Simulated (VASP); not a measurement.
# LuTa2 (P6/mmm) in VASP: a series of runs

Runs on LuTa2. Level: PBE. Tasks: single point.

Everything below comes from runs of VASP 6.6.1. Logs are shortened: lines on timing, memory, paths and dates and some standing lists are left out, and cuts for length are marked.

**1. The cell of the first run**

The structure is hexagonal, space group P6/mmm (No. 191). The conventional cell has a = 4.528 Å, b = 4.528 Å, c = 3.514 Å, α = 90.00°, β = 90.00°, γ = 120.00°. Within 3.6 Å of Lu (site symmetry 6/mmm) lie 6 Ta at 2.61 Å and 2 Lu at 3.51 Å. Within 3.6 Å of Ta (site symmetry -6m2) lie 5 Ta at 2.61 to 3.51 Å and 3 Lu at 2.61 Å.

The cell was generated, and may not be a known phase.

**2. Single point, PBE**

File INCAR:

```
PREC = Accurate
ENCUT = 520
EDIFF = 1E-6
ISMEAR = 0
SIGMA = 0.1
LREAL = False
LASPH = True
NELM = 60
ALGO = Normal
ISIF = 2
LWAVE = False
LCHARG = False
GGA = PE
NBANDS = 30
```

File KPOINTS:

```
Automatic mesh
0
Gamma
  6 6 6
```

File POSCAR:

```
LuTa2
1.0
    4.5282064400      0.0000000000      0.0000000000
   -2.2641032200      3.9215418100      0.0000000000
    0.0000000000      0.0000000000      3.5138471400
Lu Ta
1 2
Direct
    0.0000000000      0.0000000000      0.0000000000
    0.3333333300      0.6666666700      0.0000000000
    0.6666666700      0.3333333300      0.0000000000
```

Potentials or basis: VASP PAW PBE potentials, release 64 (Lu, Ta_pv).

Command:

```bash
$ cat potpaw_PBE.64/Lu/POTCAR potpaw_PBE.64/Ta_pv/POTCAR > POTCAR
$ mpirun -np 1 vasp_std > vasp.out
```

OUTCAR:

```text
PREC = Accurate
   ENCUT = 520
   EDIFF = 1E-6
   ISMEAR = 0
   LREAL = False
   LASPH = True
   NELM = 60
   ISIF = 2
   GGA = PE

 ion  position               nearest neighbor table
   1  0.000  0.000  0.000-   2 2.61   3 2.61   2 2.61   3 2.61   3 2.61   2 2.61
   2  0.333  0.667  0.000-   3 2.61   1 2.61   3 2.61   1 2.61   1 2.61   3 2.61
   3  0.667  0.333  0.000-   2 2.61   1 2.61   2 2.61   1 2.61   1 2.61   2 2.61

  LATTYP: Found a hexagonal cell.
 ALAT       =     4.5282064400
 C/A-ratio  =     0.7759909330

  Lattice vectors:

 A1 = (   4.5282064400,   0.0000000000,   0.0000000000)
 A2 = (  -2.2641032200,   3.9215418100,   0.0000000000)
 A3 = (   0.0000000000,   0.0000000000,   3.5138471400)

Analysis of symmetry for initial positions (statically):
=====================================================================
 Subroutine PRICEL returns:
 Original cell was already a primitive cell.

 Routine SETGRP: Setting up the symmetry group for a
 hexagonal supercell.

 Subroutine GETGRP returns: Found 24 space group operations
 (whereof 24 operations were pure point group operations)
 out of a pool of 24 trial point group operations.

The static configuration has the point symmetry D_6h.

Analysis of symmetry for dynamics (positions and initial velocities):
=====================================================================
 Subroutine PRICEL returns:
 Original cell was already a primitive cell.

 Routine SETGRP: Setting up the symmetry group for a
 hexagonal supercell.

 Subroutine GETGRP returns: Found 24 space group operations
 (whereof 24 operations were pure point group operations)
 out of a pool of 24 trial point group operations.

The dynamic configuration has the point symmetry D_6h.

 Subroutine INISYM returns: Found 24 space group operations
 (whereof 24 operations are pure point group operations),
 and found     1 'primitive' translations

----------------------------------------------------------------------------------------

                                     Primitive cell

  volume of cell :      62.3973

  direct lattice vectors                    reciprocal lattice vectors
     4.528206440  0.000000000  0.000000000     0.220837988  0.127500872  0.000000000
    -2.264103220  3.921541810  0.000000000     0.000000000  0.255001744  0.000000000
     0.000000000  0.000000000  3.513847140     0.000000000  0.000000000  0.284588361

  length of vectors
     4.528206440  4.528206439  3.513847140     0.255001744  0.255001744  0.284588361

  position of ions in fractional coordinates (direct lattice)
     0.000000000  0.000000000  0.000000000
     0.333333330  0.666666670  0.000000000
     0.666666670  0.333333330  0.000000000

  ion indices of the primitive-cell ions
   primitive index   ion index
                 1           1
                 2           2
                 3           3

----------------------------------------------------------------------------------------

 KPOINTS: Automatic mesh

Automatic generation of k-mesh.
 Grid dimensions read from file:
 generate k-points for:    6    6    6

 Generating k-lattice:

  Cartesian coordinates                     Fractional coordinates (reciprocal lattice)
     0.036806331  0.021250145  0.000000000     0.166666667 -0.000000000  0.000000000
     0.000000000  0.042500291  0.000000000     0.000000000  0.166666667  0.000000000
     0.000000000  0.000000000  0.047431394     0.000000000  0.000000000  0.166666667

  Length of vectors
     0.042500291  0.042500291  0.047431394

  Shift w.r.t. Gamma in fractional coordinates (k-lattice)
     0.000000000  0.000000000  0.000000000

 Subroutine IBZKPT returns following result:
 ===========================================

 Found     28 irreducible k-points:

 Following reciprocal coordinates:
            Coordinates               Weight
  0.000000  0.000000  0.000000      1.000000
  0.166667 -0.000000  0.000000      6.000000
  0.333333 -0.000000  0.000000      6.000000
  0.500000  0.000000  0.000000      3.000000
  0.166667  0.166667  0.000000      6.000000
  0.333333  0.166667  0.000000     12.000000
[... 16 lines left out ...]
  0.166667 -0.000000  0.500000      6.000000
  0.333333 -0.000000  0.500000      6.000000
 [... further k-points ...]
   k-points           NKPTS =     28   k-points in BZ     NKDIM =     28   number of bands    NBANDS=     30
   number of dos      NEDOS =    301   number of ions     NIONS =      3
   total plane-waves  NPLWV =  36288
   dimension x,y,z NGX =    36 NGY =   36 NGZ =   28
   dimension x,y,z NGXF=    72 NGYF=   72 NGZF=   56
   ions per type =               1   2
   NGX,Y,Z   is equivalent  to a cutoff of  13.22, 13.22, 13.25 a.u.
   NGXF,Y,Z  is equivalent  to a cutoff of  26.43, 26.43, 26.49 a.u.
 SYSTEM =  unknown system
   PREC   = accura    normal or accurate (medium, high low for compatibility)
   ISTART =      0    job   : 0-new  1-cont  2-samecut
   ICHARG =      2    charge: 1-file 2-atom 10-const
   ISPIN  =      1    spin polarized calculation?
   LNONCOLLINEAR =      F non collinear calculations
   LSORBIT =      F    spin-orbit coupling
   LASPH  =      T    aspherical Exc in radial PAW
   ENCUT  =  520.0 eV  38.22 Ry    6.18 a.u.   8.42  8.42  6.53*2*pi/ulx,y,z
   NELM   =     60;   NELMIN=  2; NELMDL= -5     # of ELM steps
   EDIFF  = 0.1E-05   stopping-criterion for ELM
   LREAL  =      F    real-space projection
   EDIFFG = 0.1E-04   stopping-criterion for IOM
   NSW    =      0    number of steps for IOM
   IBRION =     -1    ionic relax: 0-MD 1-quasi-New 2-CG
   NFREE  =      0    steps in history (QN), initial steepest desc. (CG)
   ISIF   =      2    stress and relaxation
   ISYM   =      2    0-nonsym 1-usesym 2-fastsym
   POTIM  = 0.5000    time-step for ionic-motion
   TEBEG  =    0.0;   TEEND  =   0.0 temperature during run
   PSTRESS=    0.0 pullay stress
   NELECT =      47.0000    total number of electrons
   NUPDOWN=      -1.0000    fix difference up-down
   EMIN   =  10.00;   EMAX   =-10.00  energy-range for DOS
   EFERMI =   0.00;   METHOD = LEGACY
   ISMEAR =     0;   SIGMA  =   0.10  broadening in eV -4-tet -1-fermi 0-gaus
   EFERMI_NEDOS =   21; number of points for ismear=-14 and -15
   IALGO  =     38    algorithm
   IMIX   =      4    mixing-type and parameters
     AMIX     =   0.40;   BMIX     =  1.00
     AMIX_MAG =   1.60;   BMIX_MAG =  1.00
  volume/ion in A,a.u.               =      20.80       140.36
  Fermi-wavevector in a.u.,A,eV,Ry     =   1.489540  2.814822 30.187642  2.218729
  Thomas-Fermi vector in A             =   2.602435
   LORBIT       =      0    0 simple, 1 ext, 2 COOP (PROOUT), +10 PAW based schemes
   GGA     = PE    functional components
   LHFCALC =     F    Hartree Fock is set to
   AEXX    =    0.0000 exact exchange contribution
   IVDW    =     0    specifies the selected vdW correction
   LEPSILON=     F    determine dielectric tensor
   LRPA    =     F    only Hartree local field effects (RPA)
 non-spin polarized calculation
 Gauss-broadening in eV      SIGMA  =   0.10
  energy-cutoff  :      520.00
  volume of cell :       62.40
 maximum number of plane-waves:      1707
 NGX is ok and might be reduce to    36
   NGX = 17   NGY = 17   NGZ = 13

 number of electron      47.0000006 magnetization

 Free energy of the ion-electron system (eV)
  ---------------------------------------------------
  ext. energy  EPLUGINS =         0.00000000
  ---------------------------------------------------
  free energy    TOTEN  =       -22.54591041 eV

  energy without entropy =      -22.53447464  energy(sigma->0) =      -22.54019252

 E-fermi :   4.3360     XC(G=0): -11.7840

 val. band max:        4.3221184907   @ k =   0.3333  -0.0000   0.1667
 cond. band min:       4.4089777156   @ k =   0.0000   0.0000   0.0000
 fundamental gap:      0.0868592249
 Fermi energy:         4.3360211083

 k-point     1 :       0.0000    0.0000    0.0000
  band No.  band energies     occupation
      1     -51.3818      2.00000
      2     -30.5830      2.00000
      3     -30.5830      2.00000
      4     -29.9905      2.00000
      5     -29.6798      2.00000
      6     -29.5396      2.00000
[... 22 lines left out ...]
     29       6.2042      0.00000
     30       6.2317      0.00000

 k-point     2 :       0.1667   -0.0000    0.0000
  band No.  band energies     occupation
      1     -51.3833      2.00000
      2     -30.6404      2.00000
      3     -30.5548      2.00000
      4     -29.9717      2.00000
      5     -29.6981      2.00000
      6     -29.5345      2.00000
[... 22 lines left out ...]
     29       6.4086      0.00000
     30       6.5527      0.00000

 k-point     3 :       0.3333   -0.0000    0.0000
  band No.  band energies     occupation
      1     -51.3862      2.00000
      2     -30.7394      2.00000
      3     -30.4265      2.00000
      4     -29.9235      2.00000
      5     -29.7454      2.00000
      6     -29.6163      2.00000
[... 22 lines left out ...]
     29       6.8927      0.00000
     30       7.7847      0.00000

 k-point     4 :       0.5000    0.0000    0.0000
  band No.  band energies     occupation
      1     -51.3877      2.00000
      2     -30.7832      2.00000
      3     -30.2966      2.00000
      4     -29.8849      2.00000
      5     -29.7834      2.00000
      6     -29.7337      2.00000
[... 22 lines left out ...]
     29       7.1444      0.00000
     30       8.3988      0.00000

 k-point     5 :       0.1667    0.1667    0.0000
  band No.  band energies     occupation
      1     -51.3855      2.00000
      2     -30.6943      2.00000
      3     -30.4885      2.00000
      4     -29.9376      2.00000
      5     -29.7315      2.00000
      6     -29.6005      2.00000
[... 22 lines left out ...]
     29       6.7778      0.00000
     30       7.4209      0.00000
[... 526 lines left out ...]
     29       8.1077      0.00000
     30       8.2743      0.00000

 k-point    22 :       0.0000    0.0000    0.5000
  band No.  band energies     occupation
      1     -51.3742      2.00000
      2     -30.5719      2.00000
      3     -30.5719      2.00000
      4     -30.1001      2.00000
      5     -29.7650      2.00000
      6     -29.5315      2.00000
[... 22 lines left out ...]
     29       6.7542      0.00000
     30       7.1306      0.00000

 k-point    23 :       0.1667   -0.0000    0.5000
  band No.  band energies     occupation
      1     -51.3756      2.00000
      2     -30.6287      2.00000
      3     -30.5434      2.00000
      4     -30.0797      2.00000
      5     -29.7847      2.00000
      6     -29.5268      2.00000
[... 22 lines left out ...]
     29       7.2781      0.00000
     30       7.6471      0.00000

 k-point    24 :       0.3333   -0.0000    0.5000
  band No.  band energies     occupation
      1     -51.3786      2.00000
      2     -30.7269      2.00000
      3     -30.4153      2.00000
      4     -30.0275      2.00000
      5     -29.8356      2.00000
      6     -29.6087      2.00000
[... 22 lines left out ...]
     29       8.1814      0.00000
     30       8.7866      0.00000

 [... further k-points ...]

------------------------ aborting loop because EDIFF is reached ----------------------------------------

  FORCE on cell =-STRESS in cart. coord.  units (eV):
  Direction    XX          YY          ZZ          XY          YZ          ZX
  --------------------------------------------------------------------------------------
  -------------------------------------------------------------------------------------
  Total       17.9419386     17.9419386     -6.3610005     -0.0000000     -0.0000000      0.0000000
  in kB      460.6955494    460.6955493   -163.3315481     -0.0000000     -0.0000000      0.0000000
  external PRESSURE =     252.6865169 kB  Pullay stress =       0.0000000 kB

 VOLUME and BASIS-vectors are now :
 -----------------------------------------------------------------------------
  energy-cutoff  :      520.00
  volume of cell :       62.40
      direct lattice vectors                 reciprocal lattice vectors
     4.528206440  0.000000000  0.000000000     0.220837988  0.127500872  0.000000000
    -2.264103220  3.921541810  0.000000000     0.000000000  0.255001744  0.000000000
     0.000000000  0.000000000  3.513847140     0.000000000  0.000000000  0.284588361

 POSITION                                       TOTAL-FORCE (eV/Angst)
 -----------------------------------------------------------------------------------
      0.00000      0.00000      0.00000         0.000000      0.000000      0.000000
     -0.00000      2.61436      0.00000         0.000000     -0.000000      0.000000
      2.26410      1.30718      0.00000        -0.000000      0.000000      0.000000
 -----------------------------------------------------------------------------------
    total drift:                               -0.000000      0.000000     -0.000000

  FREE ENERGIE OF THE ION-ELECTRON SYSTEM (eV)
  ---------------------------------------------------
  free  energy   TOTEN  =       -22.5459104053 eV

  energy  without entropy=      -22.5344746443  energy(sigma->0) =      -22.54019252
```

Run time: 23 s. Hardware: 1 thread of Intel Xeon 6975P-C (Granite Rapids), shared host; peak memory 0.22 GiB.

What came out:

```yaml
Free_energy: -22.5459 eV
Pressure: 25.3 GPa
Band_gap_on_the_k_mesh: zero (an odd number of electrons rules out a gap without spin polarisation)
```

Stress tensor (GPa, compression positive):
```
 46.07   0.00   0.00
  0.00  46.07   0.00
  0.00   0.00 -16.33
```

Levels at points of the mesh, in eV from the Fermi level:
| k point | band 20 | band 21 | band 22 | band 23 | band 24 | band 25 | band 26 | band 27 |
| --- | --- | --- | --- | --- | --- | --- | --- | --- |
| (0.00, 0.00, 0.00) | -0.22 | -0.22 | 0.07 | 0.07 | 0.22 | 0.22 | 0.45 | 1.22 |
| (0.50, 0.00, 0.00) | -3.50 | -1.50 | -1.34 | -0.82 | -0.64 | -0.31 | 0.28 | 0.87 |
| (0.00, 0.00, 0.50) | -1.69 | -1.69 | -0.91 | -0.91 | 0.32 | 0.32 | 0.87 | 0.87 |
| (0.50, 0.00, 0.50) | -2.56 | -2.46 | -1.69 | -1.29 | -1.03 | -0.38 | 3.07 | 3.63 |

Caveat: the stress differs along the axes, from -16 to 46 GPa; spin-orbit coupling is left out, which moves the levels of the heavy elements.

**3. Single point, PBE**

This run uses another cell than the first one, of 21.67 Å³/atom.

File INCAR:

```
  PREC = Accurate
  ENCUT = 520
  EDIFF = 1E-6
  ISMEAR = 0
  SIGMA = 0.1
  LREAL = F
  LASPH = T
  NELM = 80
  ALGO = Fast
  ISIF = 2
  LWAVE = F
  LCHARG = T
  GGA = PE
  LELF = T
  LVHAR = T
  NBANDS = 30
```

KPOINTS is that of step 2.

File POSCAR:

```
LuTa2
1.0
    5.1091881211      0.0000000000      0.0000000000
   -2.5545940605      4.4246867056      0.0000000000
    0.0000000000      0.0000000000      2.8755427646
Lu Ta
1 2
Direct
    0.0000000000      0.0000000000      0.0000000000
    0.3333333333      0.6666666667      0.0000000000
    0.6666666667      0.3333333333      0.0000000000
```

Potentials or basis: VASP PAW PBE potentials, release 64 (Lu, Ta_pv).

Command:

```bash
$ cat potpaw_PBE.64/Lu/POTCAR potpaw_PBE.64/Ta_pv/POTCAR > POTCAR
$ mpirun -np 1 vasp_std > vasp.out
```

Wall time 59 s (1 thread of Intel Xeon 6975P-C (Granite Rapids), shared host); peak memory 0.23 GiB.

It converged, with:

* Free energy: -25.9030 eV
* Pressure: 0.2 GPa
* Band gap on the k mesh: zero (an odd number of electrons rules out a gap without spin polarisation)

Stress tensor (GPa, compression positive):
```
0.26 0.00 0.00
0.00 0.26 0.00
0.00 0.00 0.09
```

Levels at points of the mesh, in eV from the Fermi level:
```csv
k point,band 22,band 23,band 24,band 25,band 26,band 27
"(0.00, 0.00, 0.00)",-0.90,-0.81,-0.81,-0.48,1.40,1.40
"(0.50, 0.00, 0.00)",-1.29,-1.19,-0.43,-0.03,0.89,2.25
"(0.00, 0.00, 0.50)",-1.44,-0.39,0.86,0.86,0.96,0.96
"(0.50, 0.00, 0.50)",-1.29,-0.65,-0.16,0.82,1.22,1.99
```

Caveat: the k points lie up to 0.36 Å⁻¹ apart, too coarse for converged energies and pressures of a metal; spin-orbit coupling is left out, which moves the levels of the heavy elements.

The gap in the log of VASP goes by the Fermi energy; the results here count the filled bands.